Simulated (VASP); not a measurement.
# SiNi3 in VASP: further runs

SiNi3 is run at these levels: PBEsol; tasks: single point.

Everything below comes from runs of VASP 6.6.1. Logs are shortened: lines on timing, memory, paths and dates and some standing lists are left out, and cuts for length are marked.

### Step 1. The cell of the first run

Symmetry: Pm-3m, No. 221, cubic system. Conventional cell: a = 3.461 Å, b = 3.461 Å, c = 3.461 Å, α = 90.00°, β = 90.00°, γ = 90.00°. Si (site symmetry m-3m) has 12 Ni at 2.45 Å within 3.2 Å. Ni (site symmetry 4/mmm) has 4 Si at 2.45 Å and 8 Ni at 2.45 Å within 3.2 Å.

### Step 2. Single point, PBEsol

INCAR

```
SYSTEM = SiNi3
PREC     = Accurate       ! precision mode
ENCUT    = 520            ! plane-wave cutoff, eV
EDIFF    = 1E-6           ! SCF threshold, eV
ISMEAR   = 0              ! smearing method
SIGMA    = 0.1            ! smearing width, eV
LREAL    = .False.        ! projectors in reciprocal space
LASPH    = .True.         ! aspherical terms in the spheres
NELM     = 100            ! most SCF steps
ALGO     = Normal         ! electronic algorithm
ISIF     = 2              ! what is computed and relaxed
LWAVE    = .False.        ! write WAVECAR
LCHARG   = .False.        ! write CHGCAR
GGA      = PS             ! functional
NBANDS   = 25             ! bands
```

KPOINTS

```
regular mesh
0
Gamma
  16 16 16
  0 0 0
```

POSCAR

```
SiNi3
1.0
    3.4612457486      0.0000000000      0.0000000000
    0.0000000000      3.4612457486      0.0000000000
    0.0000000000      0.0000000000      3.4612457486
Si Ni
1 3
Direct
    0.0000000000      0.0000000000      0.0000000000
    0.0000000000      0.5000000000      0.5000000000
    0.5000000000      0.0000000000      0.5000000000
    0.5000000000      0.5000000000      0.0000000000
```

Potentials or basis: VASP PAW PBE potentials, release 64 (Si, Ni).

On the command line:

```bash
$ cat potpaw_PBE.64/Si/POTCAR potpaw_PBE.64/Ni/POTCAR > POTCAR
$ mpirun -np 1 vasp_std > vasp.out
```

OUTCAR:

```text
SYSTEM = SiNi3
   PREC = Accurate
   ENCUT = 520
   EDIFF = 1E-6
   ISMEAR = 0
   LREAL = .False.
   LASPH = .True.
   NELM = 100
   ISIF = 2
   GGA = PS

 ion  position               nearest neighbor table
   1  0.000  0.000  0.000-   2 2.45   3 2.45   4 2.45   2 2.45   3 2.45   2 2.45   4 2.45   2 2.45
                             3 2.45   4 2.45   3 2.45   4 2.45
   2  0.000  0.500  0.500-   1 2.45   3 2.45   4 2.45   1 2.45   4 2.45   1 2.45   3 2.45   1 2.45
                             3 2.45   4 2.45   4 2.45   3 2.45
   3  0.500  0.000  0.500-   1 2.45   2 2.45   4 2.45   1 2.45   4 2.45   2 2.45   4 2.45   4 2.45
                             1 2.45   2 2.45   1 2.45   2 2.45
   4  0.500  0.500  0.000-   1 2.45   2 2.45   3 2.45   2 2.45   3 2.45   1 2.45   3 2.45   3 2.45
                             1 2.45   2 2.45   2 2.45   1 2.45

  LATTYP: Found a simple cubic cell.
 ALAT       =     3.4612457486

  Lattice vectors:

 A1 = (   3.4612457486,   0.0000000000,   0.0000000000)
 A2 = (   0.0000000000,   3.4612457486,   0.0000000000)
 A3 = (   0.0000000000,   0.0000000000,   3.4612457486)

Analysis of symmetry for initial positions (statically):
=====================================================================
 Subroutine PRICEL returns:
 Original cell was already a primitive cell.

 Routine SETGRP: Setting up the symmetry group for a
 simple cubic supercell.

 Subroutine GETGRP returns: Found 48 space group operations
 (whereof 48 operations were pure point group operations)
 out of a pool of 48 trial point group operations.

The static configuration has the point symmetry O_h .

Analysis of symmetry for dynamics (positions and initial velocities):
=====================================================================
 Subroutine PRICEL returns:
 Original cell was already a primitive cell.

 Routine SETGRP: Setting up the symmetry group for a
 simple cubic supercell.

 Subroutine GETGRP returns: Found 48 space group operations
 (whereof 48 operations were pure point group operations)
 out of a pool of 48 trial point group operations.

The dynamic configuration has the point symmetry O_h .

 Subroutine INISYM returns: Found 48 space group operations
 (whereof 48 operations are pure point group operations),
 and found     1 'primitive' translations

----------------------------------------------------------------------------------------

                                     Primitive cell

[... 94 lines left out ...]
   EDIFF  = 0.1E-05   stopping-criterion for ELM
   LREAL  =      F    real-space projection
   EDIFFG = 0.1E-04   stopping-criterion for IOM
   NSW    =      0    number of steps for IOM
   IBRION =     -1    ionic relax: 0-MD 1-quasi-New 2-CG
   NFREE  =      0    steps in history (QN), initial steepest desc. (CG)
   ISIF   =      2    stress and relaxation
   ISYM   =      2    0-nonsym 1-usesym 2-fastsym
   POTIM  = 0.5000    time-step for ionic-motion
   TEBEG  =    0.0;   TEEND  =   0.0 temperature during run
   PSTRESS=    0.0 pullay stress
   NELECT =      34.0000    total number of electrons
   NUPDOWN=      -1.0000    fix difference up-down
   EMIN   =  10.00;   EMAX   =-10.00  energy-range for DOS
   EFERMI =   0.00;   METHOD = LEGACY
   ISMEAR =     0;   SIGMA  =   0.10  broadening in eV -4-tet -1-fermi 0-gaus
   EFERMI_NEDOS =   21; number of points for ismear=-14 and -15
   IALGO  =     38    algorithm
   IMIX   =      4    mixing-type and parameters
     AMIX     =   0.40;   BMIX     =  1.00
     AMIX_MAG =   1.60;   BMIX_MAG =  1.00
  volume/ion in A,a.u.               =      10.37        69.96
  Fermi-wavevector in a.u.,A,eV,Ry     =   1.532270  2.895571 31.944467  2.347852
  Thomas-Fermi vector in A             =   2.639499
   LORBIT       =      0    0 simple, 1 ext, 2 COOP (PROOUT), +10 PAW based schemes
   GGA     = PS    functional components
   LHFCALC =     F    Hartree Fock is set to
   AEXX    =    0.0000 exact exchange contribution
   IVDW    =     0    specifies the selected vdW correction
   LEPSILON=     F    determine dielectric tensor
   LRPA    =     F    only Hartree local field effects (RPA)
 non-spin polarized calculation
 Gauss-broadening in eV      SIGMA  =   0.10
  energy-cutoff  :      520.00
  volume of cell :       41.47
 maximum number of plane-waves:      1141
 NGX is ok and might be reduce to    28
   NGX = 13   NGY = 13   NGZ = 13

 number of electron      33.9999971 magnetization

 Free energy of the ion-electron system (eV)
  ---------------------------------------------------
  ext. energy  EPLUGINS =         0.00000000
  ---------------------------------------------------
  free energy    TOTEN  =       -26.29723994 eV

  energy without entropy =      -26.28742332  energy(sigma->0) =      -26.29233163

 E-fermi :  11.0918     XC(G=0): -13.4549

 val. band max:       11.0884757654   @ k =   0.1250   0.0625   0.0000
 cond. band min:      11.1020217121   @ k =   0.4375   0.3750   0.3750
 fundamental gap:      0.0135459466
 Fermi energy:        11.0917881881

 k-point     1 :       0.0000    0.0000    0.0000
  band No.  band energies     occupation
      1      -1.1441      2.00000
      2       5.9611      2.00000
      3       6.7894      2.00000
      4       6.7894      2.00000
      5       7.3358      2.00000
      6       7.3358      2.00000
[... 661 lines left out ...]
     24      19.8850      0.00000
     25      23.1738      0.00000

 [... further k-points ...]

------------------------ aborting loop because EDIFF is reached ----------------------------------------

  FORCE on cell =-STRESS in cart. coord.  units (eV):
  Direction    XX          YY          ZZ          XY          YZ          ZX
  --------------------------------------------------------------------------------------
  -------------------------------------------------------------------------------------
  Total        0.0140814      0.0140814      0.0140814      0.0000000      0.0000000      0.0000000
  in kB        0.5440738      0.5440738      0.5440738      0.0000000      0.0000000      0.0000000
  external PRESSURE =       0.5440738 kB  Pullay stress =       0.0000000 kB

 VOLUME and BASIS-vectors are now :
 -----------------------------------------------------------------------------
  energy-cutoff  :      520.00
  volume of cell :       41.47
      direct lattice vectors                 reciprocal lattice vectors
     3.461245749  0.000000000  0.000000000     0.288913320  0.000000000  0.000000000
     0.000000000  3.461245749  0.000000000     0.000000000  0.288913320  0.000000000
     0.000000000  0.000000000  3.461245749     0.000000000  0.000000000  0.288913320

 POSITION                                       TOTAL-FORCE (eV/Angst)
 -----------------------------------------------------------------------------------
      0.00000      0.00000      0.00000         0.000000      0.000000      0.000000
      0.00000      1.73062      1.73062         0.000000      0.000000      0.000000
      1.73062      0.00000      1.73062         0.000000      0.000000      0.000000
      1.73062      1.73062      0.00000         0.000000      0.000000      0.000000
 -----------------------------------------------------------------------------------
    total drift:                                0.000000      0.000000      0.000000

  FREE ENERGIE OF THE ION-ELECTRON SYSTEM (eV)
  ---------------------------------------------------
  free  energy   TOTEN  =       -26.2972399397 eV

  energy  without entropy=      -26.2874233192  energy(sigma->0) =      -26.29233163
```

OSZICAR:

```text
N       E                     dE             d eps       ncg     rms          rms(c)
DAV:   1     0.198449976393E+03    0.19845E+03   -0.15334E+04  8354   0.184E+03
DAV:   2    -0.195149529841E+02   -0.21796E+03   -0.20540E+03  8258   0.331E+02
DAV:   3    -0.304001464943E+02   -0.10885E+02   -0.10495E+02  9391   0.971E+01
DAV:   4    -0.305858805517E+02   -0.18573E+00   -0.18533E+00  9640   0.115E+01
DAV:   5    -0.305913846201E+02   -0.55041E-02   -0.55031E-02  9955   0.184E+00    0.215E+01
DAV:   6    -0.300345895503E+02    0.55680E+00   -0.36802E+01  9520   0.109E+02    0.170E+01
DAV:   7    -0.264056829078E+02    0.36289E+01   -0.12398E+01  9654   0.603E+01    0.418E+00
DAV:   8    -0.263130106021E+02    0.92672E-01   -0.39373E-01  9715   0.542E+00    0.126E+00
DAV:   9    -0.262992985584E+02    0.13712E-01   -0.18601E-02 11918   0.164E+00    0.447E-01
DAV:  10    -0.262972906942E+02    0.20079E-02   -0.19960E-03  9500   0.390E-01    0.124E-01
DAV:  11    -0.262972532671E+02    0.37427E-04   -0.23266E-04 12740   0.219E-01    0.421E-02
DAV:  12    -0.262972430294E+02    0.10238E-04   -0.38353E-05  9503   0.669E-02    0.137E-02
DAV:  13    -0.262972413952E+02    0.16342E-05   -0.41808E-06  9699   0.186E-02    0.807E-03
DAV:  14    -0.262972399159E+02    0.14793E-05   -0.58218E-07  4357   0.650E-03    0.193E-03
DAV:  15    -0.262972399397E+02   -0.23740E-07   -0.10096E-07  4296   0.348E-03
   1 F= -.26297240E+02 E0= -.26292332E+02  d E =-.981662E-02
```

Run time: 3.4 min. Hardware: 1 thread of Intel Xeon Platinum 8259CL at 2.50GHz (Skylake/Cascade Lake), shared host; peak memory 0.26 GiB.

Results:

| Quantity | Value |
| --- | --- |
| Free energy | -26.2972 eV |
| Pressure | 0.1 GPa |
| Band gap on the k mesh | zero (band 17 reaches 11.13 eV, above the bottom of band 18 at 10.88 eV) |

Caveat: the PAW data sets were made with another functional, which shifts forces and pressure a little. Spin polarisation is off, so any magnetic state and its effect on volume and gap are missing.

### Step 3. Single point, PBEsol (biaxial strain in the a-b plane: +3.0 %, then relaxed in part)

INCAR

```
PREC = Accurate ; ENCUT = 520
EDIFF = 1E-7 ; ISMEAR = 0
SIGMA = 0.1 ; LREAL = False
LASPH = True ; NELM = 100
ALGO = Normal ; ISIF = 2
LWAVE = False ; LCHARG = False
GGA = PS ; NBANDS = 25
```

KPOINTS

```
Automatic mesh
0
Gamma
  16 16 16
```

POSCAR

```
SiNi3
1.0
    3.5650831211      0.0000000000      0.0000000000
    0.0000000000      3.5650831211      0.0000000000
    0.0000000000      0.0000000000      3.3508754113
Si Ni
1 3
Direct
    0.0000000000      0.0000000000      0.0000000000
    0.0000000000      0.5000000000      0.5000000000
    0.5000000000      0.0000000000      0.5000000000
    0.5000000000      0.5000000000      0.0000000000
```

Potentials or basis: VASP PAW PBE potentials, release 64 (Si, Ni).

On the command line:

```bash
$ cat potpaw_PBE.64/Si/POTCAR potpaw_PBE.64/Ni/POTCAR > POTCAR
$ mpirun -np 1 vasp_std > vasp.out
```

It took 7.2 min on 1 thread of Intel Xeon Platinum 8259CL at 2.50GHz (Skylake/Cascade Lake), shared host; peak memory 0.44 GiB.

Results (log left out):

| Property | Result |
| --- | --- |
| Free energy | -26.2274 eV |
| Pressure | -5.5 GPa |
| Band gap on the k mesh | zero (band 17 reaches 10.80 eV, above the bottom of band 18 at 10.43 eV) |

Stress tensor (GPa, compression positive):
```
-8.38  0.00  0.00
 0.00 -8.38  0.00
 0.00  0.00  0.11
```

Levels at points of the mesh, in eV from the Fermi level:
| k point | band 15 | band 16 | band 17 | band 18 | band 19 | band 20 |
| --- | --- | --- | --- | --- | --- | --- |
| (0.00, 0.00, 0.00) | -0.31 | -0.16 | -0.07 | 0.10 | 0.10 | 4.77 |
| (0.50, 0.00, 0.00) | -1.18 | -0.50 | 0.10 | 3.18 | 4.00 | 4.86 |
| (0.50, 0.50, 0.00) | -1.26 | -1.08 | -1.04 | 0.51 | 0.51 | 6.00 |
| (0.00, 0.00, 0.50) | -1.10 | -0.72 | -0.16 | 3.83 | 3.83 | 4.98 |
| (0.50, 0.00, 0.50) | -1.07 | -1.05 | -0.93 | 0.72 | 0.73 | 5.55 |
| (0.50, 0.50, 0.50) | -1.11 | -0.46 | -0.27 | -0.27 | -0.12 | 1.28 |

Caveat: the cell differs from its parent crystal (biaxial strain in the a-b plane: +3.0 %, then relaxed in part); the PAW data sets were made with another functional, which shifts forces and pressure a little. Spin polarisation is off, so any magnetic state and its effect on volume and gap are missing.

### Step 4. Single point, PBEsol (equal strain along all axes, cell held: -4.5 %)

INCAR

```
ALGO = Fast
EDIFF = 1E-7
ENCUT = 520
GGA = PS
ISIF = 2
ISMEAR = 0
LASPH = T
LCHARG = T
LELF = T
LREAL = F
LVHAR = T
LWAVE = F
NBANDS = 25
NELM = 60
PREC = Accurate
SIGMA = 0.1
```

KPOINTS

```
k-points
0
Gamma
  16 16 16
```

POSCAR

```
SiNi3
1.0
    3.3054896988      0.0000000000      0.0000000000
    0.0000000000      3.3054896988      0.0000000000
    0.0000000000      0.0000000000      3.3054896988
Si Ni
1 3
Direct
    0.0000000000      0.0000000000      0.0000000000
    0.0000000000      0.5000000000      0.5000000000
    0.5000000000      0.0000000000      0.5000000000
    0.5000000000      0.5000000000      0.0000000000
```

On the command line:

```bash
$ cat potpaw_PBE.64/Si/POTCAR potpaw_PBE.64/Ni/POTCAR > POTCAR
$ mpirun -np 1 vasp_std > vasp.out
```

Run time: 2.8 min. Hardware: 1 thread of Intel Xeon Platinum 8259CL at 2.50GHz (Skylake/Cascade Lake), shared host; peak memory 0.24 GiB.

Results (log left out):

```yaml
Free_energy: -25.6264 eV
Pressure: 46.0 GPa
Band_gap_on_the_k_mesh: zero (band 17 reaches 13.45 eV, above the bottom of band 18 at 13.15 eV)
```

Levels at points of the mesh, in eV from the Fermi level:
```
           k point  band 14  band 15  band 16  band 17  band 18  band 19  band 20  band 21
(0.00, 0.00, 0.00)    -0.79    -0.79    -0.36     0.06     0.06     0.06     6.64     7.21
(0.50, 0.00, 0.00)    -1.68    -1.48    -0.70     0.06     4.37     4.37     5.71     5.71
(0.50, 0.50, 0.00)    -1.85    -1.42    -1.32    -1.23     0.86     0.86     6.81     7.27
(0.50, 0.50, 0.50)    -1.61    -1.61    -0.80    -0.25    -0.25    -0.25     2.12     4.85
```

Caveat: the cell differs from its parent crystal (equal strain along all axes, cell held: -4.5 %); the PAW data sets were made with another functional, which shifts forces and pressure a little. Spin polarisation is off, so any magnetic state and its effect on volume and gap are missing.

### Step 5. Summary

```csv
cell,gap on the mesh (eV),pressure (GPa)
"a = 3.461 Å, 4 atoms",none,0.1
"a = 3.565, b = 3.565, c = 3.351 Å, 4 atoms",none,-5.5
"a = 3.305 Å, 4 atoms",none,46.0
```

Alike in all rows: task single point; level PBEsol; potentials or basis VASP PAW PBE potentials, release 64 (Si, Ni); no spin polarisation; k mesh 16 × 16 × 16; cutoff (eV) 520; smearing gaussian 0.1 eV.

Caveats: the PAW data sets were made with another functional, which shifts forces and pressure a little.

Absolute energies hang on the potentials; compare differences alone.
